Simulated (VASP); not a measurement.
# SiNi2 (P6_3/mmc) in VASP: further runs

The runs below take SiNi2 through single point, with PBEsol.

All numbers are computed with VASP 6.6.1; they aren't measurements. Logs are shortened: lines on timing, memory, paths and dates and some standing lists are left out, and cuts for length are marked.

## (1) The cell of the first run

It takes space group P6_3/mmc (No. 194, hexagonal). Conventional cell: a = 3.868 Å, b = 3.868 Å, c = 4.917 Å, α = 90.00°, β = 90.00°, γ = 120.00°. Within 3.0 Å of Si (site symmetry -6m2) lie 11 Ni at 2.23 to 2.55 Å. Within 3.2 Å of Ni (site symmetry -3m) lie 8 Ni at 2.46 to 2.55 Å and 6 Si at 2.55 Å. Ni (site symmetry -6m2) has 5 Si at 2.23 to 2.46 Å and 6 Ni at 2.55 Å within 3.0 Å.

## (2) Single point, PBEsol

INCAR reads:

```
PREC = Accurate
ENCUT = 520
EDIFF = 1E-6
ISMEAR = 0
SIGMA = 0.15
LREAL = False
LASPH = True
NELM = 60
ALGO = Fast
ISIF = 2
LWAVE = False
LCHARG = True
GGA = PS
LELF = True
LVHAR = True
NBANDS = 33
```

KPOINTS reads:

```
Automatic mesh
0
Gamma
  18 18 12
```

POSCAR reads:

```
SiNi2
1.0
    3.8684636537      0.0000000000      0.0000000000
   -1.9342318269      3.3501877978      0.0000000000
    0.0000000000      0.0000000000      4.9169852589
Si Ni
2 4
Direct
    0.3333333333      0.6666666667      0.7500000000
    0.6666666667      0.3333333333      0.2500000000
    0.0000000000      0.0000000000      0.0000000000
    0.0000000000      0.0000000000      0.5000000000
    0.3333333333      0.6666666667      0.2500000000
    0.6666666667      0.3333333333      0.7500000000
```

Potentials or basis: VASP PAW PBE potentials, release 64 (Si, Ni).

Command:

```console
$ cat potpaw_PBE.64/Si/POTCAR potpaw_PBE.64/Ni/POTCAR > POTCAR
$ mpirun -np 1 vasp_std > vasp.out
```

OUTCAR:

```text
PREC = Accurate
   ENCUT = 520
   EDIFF = 1E-6
   ISMEAR = 0
   LREAL = False
   LASPH = True
   NELM = 60
   ISIF = 2
   GGA = PS

 ion  position               nearest neighbor table
   1  0.333  0.667  0.750-   6 2.23   6 2.23   6 2.23   5 2.46   5 2.46   3 2.55   4 2.55   4 2.55
                             3 2.55   4 2.55   3 2.55
   2  0.667  0.333  0.250-   5 2.23   5 2.23   5 2.23   6 2.46   6 2.46   3 2.55   4 2.55   3 2.55
                             4 2.55   3 2.55   4 2.55
   3  0.000  0.000  0.000-   4 2.46   4 2.46   1 2.55   5 2.55   6 2.55   2 2.55   2 2.55   6 2.55
                             1 2.55   5 2.55   2 2.55   6 2.55   1 2.55   5 2.55
   4  0.000  0.000  0.500-   3 2.46   3 2.46   1 2.55   5 2.55   6 2.55   2 2.55   2 2.55   6 2.55
                             1 2.55   5 2.55   2 2.55   6 2.55   1 2.55   5 2.55
   5  0.333  0.667  0.250-   2 2.23   2 2.23   2 2.23   1 2.46   1 2.46   3 2.55   4 2.55   4 2.55
                             3 2.55   4 2.55   3 2.55
   6  0.667  0.333  0.750-   1 2.23   1 2.23   1 2.23   2 2.46   2 2.46   3 2.55   4 2.55   3 2.55
                             4 2.55   3 2.55   4 2.55

  LATTYP: Found a hexagonal cell.
 ALAT       =     3.8684636537
 C/A-ratio  =     1.2710434165

  Lattice vectors:

 A1 = (   3.8684636537,   0.0000000000,   0.0000000000)
 A2 = (  -1.9342318269,   3.3501877978,   0.0000000000)
 A3 = (   0.0000000000,   0.0000000000,   4.9169852589)

Analysis of symmetry for initial positions (statically):
=====================================================================
 Subroutine PRICEL returns:
 Original cell was already a primitive cell.

 Routine SETGRP: Setting up the symmetry group for a
 hexagonal supercell.

 Subroutine GETGRP returns: Found 24 space group operations
 (whereof 12 operations were pure point group operations)
 out of a pool of 24 trial point group operations.

The static configuration has the point symmetry D_3d.
 The point group associated with its full space group is D_6h.

Analysis of symmetry for dynamics (positions and initial velocities):
=====================================================================
 Subroutine PRICEL returns:
 Original cell was already a primitive cell.

 Routine SETGRP: Setting up the symmetry group for a
 hexagonal supercell.

 Subroutine GETGRP returns: Found 24 space group operations
 (whereof 12 operations were pure point group operations)
 out of a pool of 24 trial point group operations.

The dynamic configuration has the point symmetry D_3d.
 The point group associated with its full space group is D_6h.

 Subroutine INISYM returns: Found 24 space group operations
 (whereof 12 operations are pure point group operations),
 and found     1 'primitive' translations

----------------------------------------------------------------------------------------

                                     Primitive cell

  volume of cell :      63.7245

  direct lattice vectors                    reciprocal lattice vectors
     3.868463654  0.000000000  0.000000000     0.258500555  0.149245365  0.000000000
    -1.934231827  3.350187798  0.000000000     0.000000000  0.298490730  0.000000000
     0.000000000  0.000000000  4.916985259     0.000000000  0.000000000  0.203376652

  length of vectors
     3.868463654  3.868463654  4.916985259     0.298490730  0.298490730  0.203376652

  position of ions in fractional coordinates (direct lattice)
     0.333333333  0.666666667  0.750000000
     0.666666667  0.333333333  0.250000000
     0.000000000  0.000000000  0.000000000
     0.000000000  0.000000000  0.500000000
     0.333333333  0.666666667  0.250000000
     0.666666667  0.333333333  0.750000000

  ion indices of the primitive-cell ions
   primitive index   ion index
                 1           1
                 2           2
                 3           3
                 4           4
                 5           5
                 6           6

----------------------------------------------------------------------------------------

 KPOINTS: Automatic mesh

Automatic generation of k-mesh.
 Grid dimensions read from file:
 generate k-points for:   18   18   12

 Generating k-lattice:

  Cartesian coordinates                     Fractional coordinates (reciprocal lattice)
     0.014361142  0.008291409  0.000000000     0.055555556  0.000000000  0.000000000
     0.000000000  0.016582818  0.000000000     0.000000000  0.055555556  0.000000000
     0.000000000  0.000000000  0.016948054     0.000000000  0.000000000  0.083333333

  Length of vectors
     0.016582818  0.016582818  0.016948054

  Shift w.r.t. Gamma in fractional coordinates (k-lattice)
     0.000000000  0.000000000  0.000000000

 Subroutine IBZKPT returns following result:
 ===========================================

 Found    259 irreducible k-points:

 Following reciprocal coordinates:
            Coordinates               Weight
  0.000000  0.000000  0.000000      1.000000
  0.055556  0.000000  0.000000      6.000000
  0.111111  0.000000  0.000000      6.000000
  0.166667 -0.000000  0.000000      6.000000
  0.222222 -0.000000  0.000000      6.000000
  0.277778 -0.000000  0.000000      6.000000
[... 16 lines left out ...]
  0.333333  0.111111  0.000000     12.000000
  0.388889  0.111111  0.000000     12.000000
 [... further k-points ...]
   k-points           NKPTS =    259   k-points in BZ     NKDIM =    259   number of bands    NBANDS=     33
   number of dos      NEDOS =    301   number of ions     NIONS =      6
   total plane-waves  NPLWV =  36000
   dimension x,y,z NGX =    30 NGY =   30 NGZ =   40
   dimension x,y,z NGXF=    60 NGYF=   60 NGZF=   80
   ions per type =               2   4
   NGX,Y,Z   is equivalent  to a cutoff of  12.89, 12.89, 13.52 a.u.
   NGXF,Y,Z  is equivalent  to a cutoff of  25.78, 25.78, 27.05 a.u.
 SYSTEM =  unknown system
   PREC   = accura    normal or accurate (medium, high low for compatibility)
   ISTART =      0    job   : 0-new  1-cont  2-samecut
   ICHARG =      2    charge: 1-file 2-atom 10-const
   ISPIN  =      1    spin polarized calculation?
   LNONCOLLINEAR =      F non collinear calculations
   LSORBIT =      F    spin-orbit coupling
   LASPH  =      T    aspherical Exc in radial PAW
   ENCUT  =  520.0 eV  38.22 Ry    6.18 a.u.   7.19  7.19  9.14*2*pi/ulx,y,z
   NELM   =     60;   NELMIN=  2; NELMDL= -5     # of ELM steps
   EDIFF  = 0.1E-05   stopping-criterion for ELM
   LREAL  =      F    real-space projection
   EDIFFG = 0.1E-04   stopping-criterion for IOM
   NSW    =      0    number of steps for IOM
   IBRION =     -1    ionic relax: 0-MD 1-quasi-New 2-CG
   NFREE  =      0    steps in history (QN), initial steepest desc. (CG)
   ISIF   =      2    stress and relaxation
   ISYM   =      2    0-nonsym 1-usesym 2-fastsym
   POTIM  = 0.5000    time-step for ionic-motion
   TEBEG  =    0.0;   TEEND  =   0.0 temperature during run
   PSTRESS=    0.0 pullay stress
   NELECT =      48.0000    total number of electrons
   NUPDOWN=      -1.0000    fix difference up-down
   EMIN   =  10.00;   EMAX   =-10.00  energy-range for DOS
   EFERMI =   0.00;   METHOD = LEGACY
   ISMEAR =     0;   SIGMA  =   0.15  broadening in eV -4-tet -1-fermi 0-gaus
   EFERMI_NEDOS =   21; number of points for ismear=-14 and -15
   IALGO  =     68    algorithm
   IMIX   =      4    mixing-type and parameters
     AMIX     =   0.40;   BMIX     =  1.00
     AMIX_MAG =   1.60;   BMIX_MAG =  1.00
  volume/ion in A,a.u.               =      10.62        71.67
  Fermi-wavevector in a.u.,A,eV,Ry     =   1.489543  2.814828 30.187769  2.218738
  Thomas-Fermi vector in A             =   2.602438
   LORBIT       =      0    0 simple, 1 ext, 2 COOP (PROOUT), +10 PAW based schemes
   GGA     = PS    functional components
   LHFCALC =     F    Hartree Fock is set to
   AEXX    =    0.0000 exact exchange contribution
   IVDW    =     0    specifies the selected vdW correction
   LEPSILON=     F    determine dielectric tensor
   LRPA    =     F    only Hartree local field effects (RPA)
 non-spin polarized calculation
 RMM-DIIS sequential band-by-band and
 Gauss-broadening in eV      SIGMA  =   0.15
  energy-cutoff  :      520.00
  volume of cell :       63.72
 maximum number of plane-waves:      1740
 NGX is ok and might be reduce to    30
   NGX = 15   NGY = 15   NGZ = 19

 number of electron      47.9999978 magnetization

 Free energy of the ion-electron system (eV)
  ---------------------------------------------------
  ext. energy  EPLUGINS =         0.00000000
  ---------------------------------------------------
  free energy    TOTEN  =       -39.57198122 eV

  energy without entropy =      -39.53292424  energy(sigma->0) =      -39.55245273

 E-fermi :  11.4015     XC(G=0): -13.2177

 val. band max:       11.3972989419   @ k =   0.3333   0.2778   0.1667
 cond. band min:      11.4038322157   @ k =   0.2222  -0.0000   0.0833
 fundamental gap:      0.0065332738
 Fermi energy:        11.4015056602

 k-point     1 :       0.0000    0.0000    0.0000
  band No.  band energies     occupation
      1      -1.3970      2.00000
      2       3.1204      2.00000
      3       4.8101      2.00000
      4       6.1969      2.00000
      5       6.1969      2.00000
      6       7.3683      2.00000
[... 25 lines left out ...]
     32      17.0859      0.00000
     33      19.7796      0.00000

 k-point     2 :       0.0556    0.0000    0.0000
  band No.  band energies     occupation
      1      -1.3564      2.00000
      2       3.1278      2.00000
      3       4.8384      2.00000
      4       6.1922      2.00000
      5       6.2180      2.00000
      6       7.1702      2.00000
[... 25 lines left out ...]
     32      17.3229      0.00000
     33      19.4605      0.00000

 k-point     3 :       0.1111    0.0000    0.0000
  band No.  band energies     occupation
      1      -1.2351      2.00000
      2       3.1463      2.00000
      3       4.9225      2.00000
      4       6.1692      2.00000
      5       6.2808      2.00000
      6       6.9089      2.00000
[... 25 lines left out ...]
     32      18.0013      0.00000
     33      18.8845      0.00000

 k-point     4 :       0.1667   -0.0000    0.0000
  band No.  band energies     occupation
      1      -1.0349      2.00000
      2       3.1647      2.00000
      3       5.0597      2.00000
      4       6.0842      2.00000
      5       6.3840      2.00000
      6       6.6321      2.00000
[... 25 lines left out ...]
     32      18.3116      0.00000
     33      18.9332      0.00000

 k-point     5 :       0.2222   -0.0000    0.0000
  band No.  band energies     occupation
      1      -0.7589      2.00000
      2       3.1616      2.00000
      3       5.2455      2.00000
      4       5.8245      2.00000
      5       6.4595      2.00000
      6       6.5248      2.00000
[... 604 lines left out ...]
 k-point    22 :       0.2778    0.1111    0.0000
  band No.  band energies     occupation
      1       0.1068      2.00000
      2       2.9378      2.00000
      3       5.0630      2.00000
      4       5.8043      2.00000
      5       6.1798      2.00000
      6       6.8266      2.00000
[... 25 lines left out ...]
     32      18.4935      0.00000
     33      19.0445      0.00000

 k-point    23 :       0.3333    0.1111    0.0000
  band No.  band energies     occupation
      1       0.5579      2.00000
      2       2.6609      2.00000
      3       4.7242      2.00000
      4       6.0723      2.00000
      5       6.2887      2.00000
      6       6.9203      2.00000
[... 25 lines left out ...]
     32      19.0635      0.00000
     33      19.1308      0.00000

 k-point    24 :       0.3889    0.1111    0.0000
  band No.  band energies     occupation
      1       1.0161      2.00000
      2       2.2887      2.00000
      3       4.5251      2.00000
      4       6.3187      2.00000
      5       6.4280      2.00000
      6       6.9361      2.00000
[... 25 lines left out ...]
     32      19.0744      0.00000
     33      20.1641      0.00000

 [... further k-points ...]

------------------------ aborting loop because EDIFF is reached ----------------------------------------

  FORCE on cell =-STRESS in cart. coord.  units (eV):
  Direction    XX          YY          ZZ          XY          YZ          ZX
  --------------------------------------------------------------------------------------
  -------------------------------------------------------------------------------------
  Total        0.1629628      0.1629628      0.0562185     -0.0000000     -0.0000000      0.0000000
  in kB        4.0972497      4.0972497      1.4134583     -0.0000000     -0.0000000      0.0000000
  external PRESSURE =       3.2026526 kB  Pullay stress =       0.0000000 kB

 VOLUME and BASIS-vectors are now :
 -----------------------------------------------------------------------------
  energy-cutoff  :      520.00
  volume of cell :       63.72
      direct lattice vectors                 reciprocal lattice vectors
     3.868463654  0.000000000  0.000000000     0.258500555  0.149245365  0.000000000
    -1.934231827  3.350187798  0.000000000     0.000000000  0.298490730  0.000000000
     0.000000000  0.000000000  4.916985259     0.000000000  0.000000000  0.203376652

 POSITION                                       TOTAL-FORCE (eV/Angst)
 -----------------------------------------------------------------------------------
     -0.00000      2.23346      3.68774        -0.000000     -0.000000      0.000000
      1.93423      1.11673      1.22925         0.000000      0.000000      0.000000
      0.00000      0.00000      0.00000        -0.000000      0.000000      0.000000
      0.00000      0.00000      2.45849        -0.000000      0.000000      0.000000
     -0.00000      2.23346      1.22925        -0.000000      0.000000      0.000000
      1.93423      1.11673      3.68774         0.000000      0.000000      0.000000
 -----------------------------------------------------------------------------------
    total drift:                               -0.000000      0.000000      0.000000

  FREE ENERGIE OF THE ION-ELECTRON SYSTEM (eV)
  ---------------------------------------------------
  free  energy   TOTEN  =       -39.5719812209 eV

  energy  without entropy=      -39.5329242375  energy(sigma->0) =      -39.55245273
```

Wall time 7.9 min (1 thread of Intel Xeon 6975P-C (Granite Rapids), shared host); peak memory 0.5 GiB.

Results:

```
Free energy            : -39.5720 eV
Pressure               : 0.3 GPa
Band gap on the k mesh : zero (bands 24 and 25 overlap by 3.39 eV)
```

Caveat: the PAW data sets were made with another functional, which shifts forces and pressure a little. Spin polarisation is off, so any magnetic state and its effect on volume and gap are missing.

## (3) Single point, PBEsol (biaxial strain in the a-b plane: +4.0 %)

INCAR reads:

```
SYSTEM = SiNi2
ALGO = Fast
EDIFF = 1E-6
ENCUT = 520
GGA = PS
ISIF = 2
ISMEAR = 0
LASPH = .True.
LCHARG = .False.
LREAL = .False.
LWAVE = .False.
NBANDS = 33
NELM = 80
PREC = Accurate
SIGMA = 0.1
```

KPOINTS reads:

```
k-points
0
Gamma
  12 12 8
  0 0 0
```

Changes to POSCAR since step 2:

```diff
@@ -2,5 +2,5 @@
 1.0
-    3.8684636537      0.0000000000      0.0000000000
-   -1.9342318269      3.3501877978      0.0000000000
-    0.0000000000      0.0000000000      4.9169852589
+    4.0232021999      0.0000000000      0.0000000000
+   -2.0116010999      3.4841953097      0.0000000000
+    0.0000000000      0.0000000000      4.7989776127
 Si Ni
```

Potentials or basis: VASP PAW PBE potentials, release 64 (Si, Ni).

Command:

```console
$ cat potpaw_PBE.64/Si/POTCAR potpaw_PBE.64/Ni/POTCAR > POTCAR
$ mpirun -np 1 vasp_std > vasp.out
```

It took 1.7 min on 1 thread of Intel Xeon 6975P-C (Granite Rapids), shared host; peak memory 0.29 GiB.

The run converged. Its results:

| Item | Value |
| --- | --- |
| Free energy | -39.2709 eV |
| Pressure | -10.9 GPa |
| Band gap on the k mesh | zero (bands 24 and 25 overlap by 2.59 eV) |

Stress tensor (GPa, compression positive):
```
-16.86   0.00   0.00
  0.00 -16.86   0.00
  0.00   0.00   1.18
```

Levels at points of the mesh, in eV from the Fermi level:
```
           k point  band 21  band 22  band 23  band 24  band 25  band 26  band 27  band 28
(0.00, 0.00, 0.00)    -0.63    -0.63     0.33     2.05     2.32     2.32     2.41     2.41
(0.50, 0.00, 0.00)    -1.17    -1.04    -0.98    -0.64    -0.44     1.15     1.68     2.51
(0.00, 0.00, 0.50)    -1.20    -1.20     1.77     1.77     2.97     2.97     2.97     2.97
(0.50, 0.00, 0.50)    -1.22    -1.22    -0.82    -0.82     0.89     0.89     2.42     2.42
```

Caveat: the cell differs from its parent crystal (biaxial strain in the a-b plane: +4.0 %); the cell stands under tension; the PAW data sets were made with another functional, which shifts forces and pressure a little.
